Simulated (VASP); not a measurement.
# AlN (P1) in VASP: notebook, part 2 of 2

VASP 6.6.1. Earlier steps stand in the parts before.

## 4. Single point, PBEsol (atoms displaced along several vibrational modes)

INCAR reads:

```
PREC     = Accurate       # precision mode
ENCUT    = 520            # plane-wave cutoff, eV
EDIFF    = 1E-6           # SCF threshold, eV
ISMEAR   = 0              # smearing method
SIGMA    = 0.05           # smearing width, eV
LREAL    = False          # projectors in reciprocal space
LASPH    = True           # aspherical terms in the spheres
NELM     = 60             # most SCF steps
ALGO     = Normal         # electronic algorithm
ISIF     = 2              # what is computed and relaxed
LWAVE    = False          # write WAVECAR
LCHARG   = False          # write CHGCAR
GGA      = PS             # functional
NBANDS   = 11             # bands
```

KPOINTS reads:

```
Automatic mesh
0
Gamma
  10 10 10
```

POSCAR reads:

```
AlN
1.0
    0.0000000000      2.1886566781      2.1886566781
    2.1886566781      0.0000000000      2.1886566781
    2.1886566781      2.1886566781      0.0000000000
Al N
1 1
Direct
   -0.0022533278      0.0202799506      0.0022533278
    0.7543405620      0.7109349420      0.7456594380
```

Potentials or basis: VASP PAW PBE potentials, release 64 (Al, N).

On the command line:

```
$ cat potpaw_PBE.64/Al/POTCAR potpaw_PBE.64/N/POTCAR > POTCAR
$ mpirun -np 1 vasp_std > vasp.out
```

OUTCAR:

```text
PREC = Accurate
   ENCUT = 520
   EDIFF = 1E-6
   ISMEAR = 0
   LREAL = False
   LASPH = True
   NELM = 60
   ISIF = 2
   GGA = PS

 ion  position               nearest neighbor table
   1  0.998  0.020  0.002-   2 1.75   2 1.89   2 1.92   2 2.05
   2  0.754  0.711  0.746-   1 1.75   1 1.89   1 1.92   1 2.05

  LATTYP: Found a face centered cubic cell.
 ALAT       =     4.3773133562

  Lattice vectors:

 A1 = (   0.0000000000,   2.1886566781,   2.1886566781)
 A2 = (   2.1886566781,   0.0000000000,   2.1886566781)
 A3 = (   2.1886566781,   2.1886566781,   0.0000000000)

Analysis of symmetry for initial positions (statically):
=====================================================================
 Subroutine PRICEL returns:
 Original cell was already a primitive cell.

 Routine SETGRP: Setting up the symmetry group for a
 face centered cubic supercell.

 Subroutine GETGRP returns: Found  1 space group operations
 (whereof  1 operations were pure point group operations)
 out of a pool of 48 trial point group operations.

The static configuration has the point symmetry C_1 .

Analysis of symmetry for dynamics (positions and initial velocities):
=====================================================================
 Subroutine PRICEL returns:
 Original cell was already a primitive cell.

 Routine SETGRP: Setting up the symmetry group for a
 face centered cubic supercell.

 Subroutine GETGRP returns: Found  1 space group operations
 (whereof  1 operations were pure point group operations)
 out of a pool of 48 trial point group operations.

The dynamic configuration has the point symmetry C_1 .

 Subroutine INISYM returns: Found  1 space group operations
 (whereof  1 operations are pure point group operations),
 and found     1 'primitive' translations

----------------------------------------------------------------------------------------

                                     Primitive cell

  volume of cell :      20.9683

  direct lattice vectors                    reciprocal lattice vectors
     0.000000000  2.188656678  2.188656678    -0.228450631  0.228450631  0.228450631
     2.188656678  0.000000000  2.188656678     0.228450631 -0.228450631  0.228450631
     2.188656678  2.188656678  0.000000000     0.228450631  0.228450631 -0.228450631

  length of vectors
     3.095227958  3.095227958  3.095227958     0.395688101  0.395688101  0.395688101

  position of ions in fractional coordinates (direct lattice)
     0.997746672  0.020279951  0.002253328
     0.754340562  0.710934942  0.745659438

  ion indices of the primitive-cell ions
   primitive index   ion index
                 1           1
                 2           2

----------------------------------------------------------------------------------------

 KPOINTS: Automatic mesh

Automatic generation of k-mesh.
 Grid dimensions read from file:
 generate k-points for:   10   10   10

 Generating k-lattice:

  Cartesian coordinates                     Fractional coordinates (reciprocal lattice)
    -0.022845063  0.022845063  0.022845063     0.100000000  0.000000000  0.000000000
     0.022845063 -0.022845063  0.022845063     0.000000000  0.100000000  0.000000000
     0.022845063  0.022845063 -0.022845063     0.000000000  0.000000000  0.100000000

  Length of vectors
     0.039568810  0.039568810  0.039568810

  Shift w.r.t. Gamma in fractional coordinates (k-lattice)
     0.000000000  0.000000000  0.000000000

 Subroutine IBZKPT returns following result:
 ===========================================

 Found    504 irreducible k-points:

 Following reciprocal coordinates:
            Coordinates               Weight
  0.000000  0.000000  0.000000      1.000000
  0.100000  0.000000  0.000000      2.000000
  0.000000  0.100000  0.000000      2.000000
  0.000000  0.000000  0.100000      2.000000
  0.100000  0.100000  0.100000      2.000000
  0.200000  0.000000  0.000000      2.000000
[... 16 lines left out ...]
  0.000000  0.100000  0.100000      2.000000
  0.100000  0.000000  0.100000      2.000000
 [... further k-points ...]
   k-points           NKPTS =    504   k-points in BZ     NKDIM =    504   number of bands    NBANDS=     11
   number of dos      NEDOS =    301   number of ions     NIONS =      2
   total plane-waves  NPLWV =  13824
   dimension x,y,z NGX =    24 NGY =   24 NGZ =   24
   dimension x,y,z NGXF=    48 NGYF=   48 NGZF=   48
   ions per type =               1   1
   NGX,Y,Z   is equivalent  to a cutoff of  12.89, 12.89, 12.89 a.u.
   NGXF,Y,Z  is equivalent  to a cutoff of  25.78, 25.78, 25.78 a.u.
 SYSTEM =  unknown system
   PREC   = accura    normal or accurate (medium, high low for compatibility)
   ISTART =      0    job   : 0-new  1-cont  2-samecut
   ICHARG =      2    charge: 1-file 2-atom 10-const
   ISPIN  =      1    spin polarized calculation?
   LNONCOLLINEAR =      F non collinear calculations
   LSORBIT =      F    spin-orbit coupling
   LASPH  =      T    aspherical Exc in radial PAW
   ENCUT  =  520.0 eV  38.22 Ry    6.18 a.u.   5.76  5.76  5.76*2*pi/ulx,y,z
   NELM   =     60;   NELMIN=  2; NELMDL= -5     # of ELM steps
   EDIFF  = 0.1E-05   stopping-criterion for ELM
   LREAL  =      F    real-space projection
   EDIFFG = 0.1E-04   stopping-criterion for IOM
   NSW    =      0    number of steps for IOM
   IBRION =     -1    ionic relax: 0-MD 1-quasi-New 2-CG
   NFREE  =      0    steps in history (QN), initial steepest desc. (CG)
   ISIF   =      2    stress and relaxation
   ISYM   =      2    0-nonsym 1-usesym 2-fastsym
   POTIM  = 0.5000    time-step for ionic-motion
   TEBEG  =    0.0;   TEEND  =   0.0 temperature during run
   PSTRESS=    0.0 pullay stress
   NELECT =       8.0000    total number of electrons
   NUPDOWN=      -1.0000    fix difference up-down
   EMIN   =  10.00;   EMAX   =-10.00  energy-range for DOS
   EFERMI =   0.00;   METHOD = LEGACY
   ISMEAR =     0;   SIGMA  =   0.05  broadening in eV -4-tet -1-fermi 0-gaus
   EFERMI_NEDOS =   21; number of points for ismear=-14 and -15
   IALGO  =     38    algorithm
   IMIX   =      4    mixing-type and parameters
     AMIX     =   0.40;   BMIX     =  1.00
     AMIX_MAG =   1.60;   BMIX_MAG =  1.00
  volume/ion in A,a.u.               =      10.48        70.75
  Fermi-wavevector in a.u.,A,eV,Ry     =   1.187364  2.243792 19.181944  1.409833
  Thomas-Fermi vector in A             =   2.323517
   LORBIT       =      0    0 simple, 1 ext, 2 COOP (PROOUT), +10 PAW based schemes
   GGA     = PS    functional components
   LHFCALC =     F    Hartree Fock is set to
   AEXX    =    0.0000 exact exchange contribution
   IVDW    =     0    specifies the selected vdW correction
   LEPSILON=     F    determine dielectric tensor
   LRPA    =     F    only Hartree local field effects (RPA)
 non-spin polarized calculation
 Gauss-broadening in eV      SIGMA  =   0.05
  energy-cutoff  :      520.00
  volume of cell :       20.97
 maximum number of plane-waves:       588
   NGX = 11   NGY = 11   NGZ = 11

 number of electron       8.0000000 magnetization

 Free energy of the ion-electron system (eV)
  ---------------------------------------------------
  ext. energy  EPLUGINS =         0.00000000
  ---------------------------------------------------
  free energy    TOTEN  =       -15.35847803 eV

  energy without entropy =      -15.35847803  energy(sigma->0) =      -15.35847803

 E-fermi :   6.5359     XC(G=0): -11.0966

 val. band max:        6.2602594541   @ k =   0.0000   0.0000   0.0000
 cond. band min:       8.9703143564   @ k =   0.5000   0.0000   0.5000
 fundamental gap:      2.7100549023
 Fermi energy:         6.5359271669

 k-point     1 :       0.0000    0.0000    0.0000
  band No.  band energies     occupation
      1      -9.1154      2.00000
      2       5.3205      2.00000
      3       5.8086      2.00000
      4       6.2603      2.00000
      5       9.8179      0.00000
      6      18.1914      0.00000
      7      18.2060      0.00000
      8      18.3194      0.00000
      9      23.1568      0.00000
     10      23.2419      0.00000
     11      24.1222      0.00000
[... 309 lines left out ...]
 k-point    24 :       0.1000    0.0000    0.1000
  band No.  band energies     occupation
      1      -8.9203      2.00000
      2       4.7540      2.00000
      3       5.6040      2.00000
      4       5.8296      2.00000
      5      10.6745      0.00000
      6      17.3779      0.00000
      7      18.4624      0.00000
      8      18.7754      0.00000
      9      20.3080      0.00000
     10      23.5561      0.00000
     11      25.1723      0.00000

 [... further k-points ...]
[... 5 lines left out ...]
  --------------------------------------------------------------------------------------
  -------------------------------------------------------------------------------------
  Total        0.3139937      0.8829398      0.5028263     -1.1660057     -1.4281141      0.6237442
  in kB       23.9921197     67.4650326     38.4207323    -89.0939726   -109.1215630     47.6600168
  external PRESSURE =      43.2926282 kB  Pullay stress =       0.0000000 kB

 VOLUME and BASIS-vectors are now :
 -----------------------------------------------------------------------------
  energy-cutoff  :      520.00
  volume of cell :       20.97
      direct lattice vectors                 reciprocal lattice vectors
     0.000000000  2.188656678  2.188656678    -0.228450631  0.228450631  0.228450631
     2.188656678  0.000000000  2.188656678     0.228450631 -0.228450631  0.228450631
     2.188656678  2.188656678  0.000000000     0.228450631  0.228450631 -0.228450631

 POSITION                                       TOTAL-FORCE (eV/Angst)
 -----------------------------------------------------------------------------------
      0.04932      2.18866      2.22811        -2.161684      1.037331     -1.798141
      3.18799      3.28299      3.20699         2.161684     -1.037331      1.798141
 -----------------------------------------------------------------------------------
    total drift:                                0.000158     -0.000002      0.000072

  FREE ENERGIE OF THE ION-ELECTRON SYSTEM (eV)
  ---------------------------------------------------
  free  energy   TOTEN  =       -15.3584780255 eV

  energy  without entropy=      -15.3584780255  energy(sigma->0) =      -15.35847803
```

Run time: 3.4 min. Hardware: 1 thread of AMD EPYC 7R13, shared host; peak memory 0.2 GiB.

What came out:

* Free energy: -15.3585 eV
* Pressure: 4.3 GPa
* Largest force: 2.997 eV/Å
* Band gap on the k mesh: 2.71 eV (least direct gap 3.56 eV)

Forces on the atoms (eV/Å):
```
Al  -2.162  1.037 -1.798
N    2.162 -1.037  1.798
```

Stress tensor (GPa, compression positive):
```
  2.40  -8.91   4.77
 -8.91   6.75 -10.91
  4.77 -10.91   3.84
```

Levels at points of the mesh, in eV from the valence-band top:
```tsv
k point	band 2	band 3	band 4	band 5	band 6	band 7
(0.00, 0.00, 0.00)	-0.94	-0.45	0.00	3.56	11.93	11.95
(0.50, 0.00, 0.00)	-6.31	-1.29	-0.60	6.67	9.19	10.36
(0.00, 0.50, 0.00)	-6.51	-0.91	-0.55	6.57	9.03	10.54
(0.00, 0.00, 0.50)	-6.36	-1.23	-0.58	6.64	9.15	10.35
(0.50, 0.50, 0.50)	-6.13	-1.35	-0.93	6.86	9.33	10.31
(0.50, 0.50, 0.00)	-5.38	-2.42	-2.01	2.74	7.88	13.13
(0.00, 0.50, 0.50)	-5.38	-2.49	-1.98	2.75	7.93	13.13
(0.50, 0.00, 0.50)	-5.40	-2.21	-2.15	2.71	7.80	13.12
```

Caveat: the cell differs from its parent crystal (atoms displaced along several vibrational modes); the cell stands under pressure; the PAW data sets were made with another functional, which shifts forces and pressure a little. A k mesh can miss the band edges.

## 5. The runs side by side

```tsv
cell	gap on the mesh (eV)	pressure (GPa)	largest force (eV/Å)
as given, atomic positions A	2.75	3.6	2.62
as given, atomic positions B	2.81	2.6	2.23
as given, atomic positions C	2.71	4.3	3.00
```

Alike in all rows: task single point; level PBEsol; potentials or basis VASP PAW PBE potentials, release 64 (Al, N); no spin polarisation; k mesh 10 × 10 × 10; cutoff (eV) 520; smearing gaussian 0.05 eV.

Caveats: the PAW data sets were made with another functional, which shifts forces and pressure a little; the cell stands under pressure (at least some runs).

Total energies depend on the potentials used, so only differences within one code and one set of settings carry meaning.
